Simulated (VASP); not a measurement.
# Si8O in VASP: single point with PBE+D3(BJ)

Aim: the single point of Si8O with PBE+D3(BJ).

All numbers are computed with VASP 6.6.1; they aren't measurements. Logs are shortened: lines on timing, memory, paths and dates and some standing lists are left out, and cuts for length are marked.

## 1. The cell of the first run

The cell holds a slab with vacuum, 9 atoms: a = 3.816 Å, b = 6.313 Å, c = 21.332 Å, α = 90.00°, β = 90.00°, γ = 90.00°.

## 2. Single point, PBE+D3(BJ), collinear spin, ferromagnetic start

File INCAR:

```
SYSTEM = Si8O
  PREC = Accurate
  ENCUT = 520
  EDIFF = 1E-6
  ISMEAR = 0
  SIGMA = 0.05
  LREAL = .False.
  LASPH = .True.
  NELM = 150
  ALGO = Normal
  ISIF = 2
  LWAVE = .False.
  LCHARG = .True.
  ISPIN = 2
  MAGMOM = 0 0 0 0 0 0 0 0 2
  LORBIT = 11
  LDIPOL = .True.
  IDIPOL = 3
  DIPOL = 0.5 0.5 0.311
  GGA = PE
  IVDW = 12
  LELF = .True.
  LVHAR = .True.
  LVACPOTAV = .True.
  NBANDS = 33
```

File KPOINTS:

```
regular mesh
0
Gamma
  7 4 1
  0 0 0
```

File POSCAR:

```
Si8O
1.0
    3.8155170209      0.0000000000      0.0000000000
    0.0000000000      6.3129357835      0.0000000000
    0.0000000000      0.0000000000     21.3318711348
Si O
8 1
Direct
    0.0000000000      0.9369021389      0.1875128522
    0.0000000000      0.5630978611      0.1875128522
    0.5000000000      0.4369021389      0.2391466205
    0.5000000000      0.0630978611      0.2391466205
    0.5000000000      0.9332664455      0.3430438269
    0.5000000000      0.5667335545      0.3430438269
    0.0000000000      0.4266292811      0.3858954089
    0.0000000000      0.0733707189      0.3858954089
    0.0000000000      1.2599626144      0.4890274777
```

Potentials or basis: VASP PAW PBE potentials, release 64 (Si, O).

Command:

```sh
> cat potpaw_PBE.64/Si/POTCAR potpaw_PBE.64/O/POTCAR > POTCAR
> mpirun -np 1 vasp_std > vasp.out
```

OUTCAR:

```text
SYSTEM = Si8O
   PREC = Accurate
   ENCUT = 520
   EDIFF = 1E-6
   ISMEAR = 0
   LREAL = .False.
   LASPH = .True.
   NELM = 150
   ISIF = 2
   ISPIN = 2
   LORBIT = 11
   GGA = PE
   IVDW = 12
 IVDW          = 12

 ion  position               nearest neighbor table
   1  0.000  0.937  0.188-   4 2.34   4 2.34   2 2.36
   2  0.000  0.563  0.188-   3 2.34   3 2.34   1 2.36
   3  0.500  0.437  0.239-   2 2.34   2 2.34   4 2.36   6 2.36
   4  0.500  0.063  0.239-   1 2.34   1 2.34   3 2.36   5 2.36
   5  0.500  0.933  0.343-   8 2.29   8 2.29   6 2.31   4 2.36
   6  0.500  0.567  0.343-   7 2.29   7 2.29   5 2.31   3 2.36
   7  0.000  0.427  0.386-   8 2.23   6 2.29   6 2.29   9 2.44
   8  0.000  0.073  0.386-   7 2.23   5 2.29   5 2.29   9 2.50
   9  0.000  0.260  0.489-   7 2.44   8 2.50

  LATTYP: Found a simple orthorhombic cell.
 ALAT       =     3.8155170209
 B/A-ratio  =     1.6545426869
 C/A-ratio  =     5.5908205934

  Lattice vectors:

 A1 = (   3.8155170209,   0.0000000000,   0.0000000000)
 A2 = (   0.0000000000,   6.3129357835,   0.0000000000)
 A3 = (   0.0000000000,   0.0000000000,  21.3318711348)

Analysis of symmetry for initial positions (statically):
=====================================================================
 Subroutine PRICEL returns:
 Original cell was already a primitive cell.

 Routine SETGRP: Setting up the symmetry group for a
 simple orthorhombic supercell.

 Subroutine GETGRP returns: Found  2 space group operations
 (whereof  2 operations were pure point group operations)
 out of a pool of  8 trial point group operations.

The static configuration has the point symmetry C_1h.

Analysis of symmetry for dynamics (positions and initial velocities):
=====================================================================
 Subroutine PRICEL returns:
 Original cell was already a primitive cell.

 Routine SETGRP: Setting up the symmetry group for a
 simple orthorhombic supercell.

 Subroutine GETGRP returns: Found  2 space group operations
 (whereof  2 operations were pure point group operations)
 out of a pool of  8 trial point group operations.

The dynamic configuration has the point symmetry C_1h.

Analysis of structural, dynamic, and magnetic symmetry:
=====================================================================
 Subroutine PRICEL returns:
 Original cell was already a primitive cell.

 Routine SETGRP: Setting up the symmetry group for a
 simple orthorhombic supercell.

[... 156 lines left out ...]

  energy without entropy =      -43.66341415  energy(sigma->0) =      -43.66558481

 E-fermi :  -2.2827     XC(G=0):  -3.8470

 val. band max:       -2.3226795316   @ k =   0.1429   0.0000   0.0000
 cond. band min:      -2.2768410292   @ k =   0.1429   0.0000   0.0000
 fundamental gap:      0.0458385025
 Fermi energy:        -2.2827346035

 spin component 1

 k-point     1 :       0.0000    0.0000    0.0000
  band No.  band energies     occupation
      1     -17.6162      1.00000
      2     -13.9042      1.00000
      3     -12.5568      1.00000
      4     -11.5834      1.00000
      5     -10.1597      1.00000
      6      -9.4158      1.00000
[... 397 lines left out ...]
     30       2.9719      0.00000
     31       3.1339      0.00000
 Fermi energy:        -2.2827346035

 spin component 2

 k-point     1 :       0.0000    0.0000    0.0000
  band No.  band energies     occupation
      1     -18.4826      1.00000
      2     -13.9042      1.00000
      3     -12.5607      1.00000
      4     -11.5766      1.00000
      5     -10.1560      1.00000
      6      -9.4229      1.00000
[... 397 lines left out ...]
     30       2.9651      0.00000
     31       3.1350      0.00000
 [bands above 31 left out]

------------------------ aborting loop because EDIFF is reached ----------------------------------------

 Edisp (eV)   -2.14846

 E8    (eV) :    -0.9226

  FORCE on cell =-STRESS in cart. coord.  units (eV):
  Direction    XX          YY          ZZ          XY          YZ          ZX
  --------------------------------------------------------------------------------------
  -------------------------------------------------------------------------------------
  Total       2.51995    -0.53012   -10.70145     0.00000    -0.03973     0.00000
  in kB       7.85758    -1.65298   -33.36870     0.00000    -0.12389     0.00000
  external pressure =       -9.05 kB  Pullay stress =        0.00 kB

 VOLUME and BASIS-vectors are now :
 -----------------------------------------------------------------------------
  energy-cutoff  :      520.00
  volume of cell :      513.82
      direct lattice vectors                 reciprocal lattice vectors
     3.815517021  0.000000000  0.000000000     0.262087679  0.000000000  0.000000000
     0.000000000  6.312935784  0.000000000     0.000000000  0.158404906  0.000000000
     0.000000000  0.000000000 21.331871135     0.000000000  0.000000000  0.046878213

 POSITION                                       TOTAL-FORCE (eV/Angst)
 -----------------------------------------------------------------------------------
      0.00000      5.91460      4.00000         0.000000     -0.758678      0.561082
      0.00000      3.55480      4.00000         0.000000      0.762738      0.569463
      1.90776      2.75814      5.10144         0.000000     -0.024212     -0.513798
      1.90776      0.39833      5.10144         0.000000      0.030202     -0.522320
      1.90776      5.89165      7.31777         0.000000     -0.358840      0.044550
      1.90776      3.57775      7.31777         0.000000      0.359857      0.006750
      0.00000      2.69328      8.23187         0.000000     -0.559342      2.131750
      0.00000      0.46318      8.23187         0.000000      0.549619      1.852254
      0.00000      1.64113     10.43187         0.000000     -0.001345     -4.129731
 -----------------------------------------------------------------------------------
    total drift:                               -0.000000     -0.000016      0.000111

  FREE ENERGIE OF THE ION-ELECTRON SYSTEM (eV)
  ---------------------------------------------------
  free  energy   TOTEN  =       -45.8162151085 eV

  energy  without entropy=      -45.8118737811  energy(sigma->0) =      -45.81404444

 vacuum level on the upper side and lower side of the slab         5.120         2.569

 total charge

# of ion       s       p       d       tot
------------------------------------------
    1        0.791   0.852   0.000   1.642
    2        0.791   0.852   0.000   1.642
    3        0.758   0.911   0.000   1.669
    4        0.758   0.910   0.000   1.668
    5        0.761   0.953   0.000   1.714
    6        0.760   0.955   0.000   1.715
    7        0.774   0.866   0.000   1.640
    8        0.778   0.865   0.000   1.643
    9        1.613   3.039   0.000   4.652
--------------------------------------------------
tot          7.784  10.202   0.000  17.985

 magnetization (x)

# of ion       s       p       d       tot
------------------------------------------
    1       -0.005  -0.004   0.000  -0.009
    2       -0.005  -0.008   0.000  -0.013
    3        0.001  -0.001   0.000  -0.001
    4        0.001  -0.001   0.000  -0.000
    5        0.000  -0.003   0.000  -0.003
    6        0.001  -0.004   0.000  -0.004
    7        0.001   0.021   0.000   0.022
    8        0.001   0.025   0.000   0.026
    9       -0.003  -0.452   0.000  -0.455
--------------------------------------------------
tot         -0.009  -0.427   0.000  -0.437
```

stdout:

```text
POSCAR found type information on POSCAR SiO
 POSCAR found :  2 types and       9 ions
 scaLAPACK will be used
 LDA part: xc-table for (Slater+PW92), standard interpolation
 POSCAR, INCAR and KPOINTS ok, starting setup
 FFT: planning ... GRIDC
 FFT: planning ... GRID_SOFT
 FFT: planning ... GRID
 WAVECAR not read
 entering main loop
 -----------------------------------------------------------------------------
|                                                                             |
|           W    W    AA    RRRRR   N    N  II  N    N   GGGG   !!!           |
|           W    W   A  A   R    R  NN   N  II  NN   N  G    G  !!!           |
|           W    W  A    A  R    R  N N  N  II  N N  N  G       !!!           |
|           W WW W  AAAAAA  RRRRR   N  N N  II  N  N N  G  GGG   !            |
|           WW  WW  A    A  R   R   N   NN  II  N   NN  G    G                |
|           W    W  A    A  R    R  N    N  II  N    N   GGGG   !!!           |
|                                                                             |
|     Did not find any points to average over, which means that no vacuum     |
|     field-free region was found. Please increase the size of  your cell     |
|     in the dimension of the dipole correction to obtain accurate            |
|     workfunction values.                                                    |
|                                                                             |
 -----------------------------------------------------------------------------
```

Wall time 13 min (1 thread of Intel Xeon Platinum 8488C (Sapphire Rapids), shared host); peak memory 0.83 GiB.

Results:

- Free energy: -45.8162 eV
- Largest force: 4.130 eV/Å
- Net moment: -0.49 μB per cell
- Site moments: Si -0.01, -0.00, +0.02, +0.03 (each value once); O -0.46 μB
- Valence electrons inside the program's atomic spheres: Si 1.64, 1.67, 1.71, 1.72 (each value once); O 4.65
- Dispersion energy per atom: -0.239 eV

Forces in eV/Å, atoms in the order of the input:
```
Si   0.000 -0.759  0.561
Si   0.000  0.763  0.569
Si   0.000 -0.024 -0.514
Si   0.000  0.030 -0.522
Si   0.000 -0.359  0.045
Si   0.000  0.360  0.007
Si   0.000 -0.559  2.132
Si   0.000  0.550  1.852
O    0.000 -0.001 -4.130
```
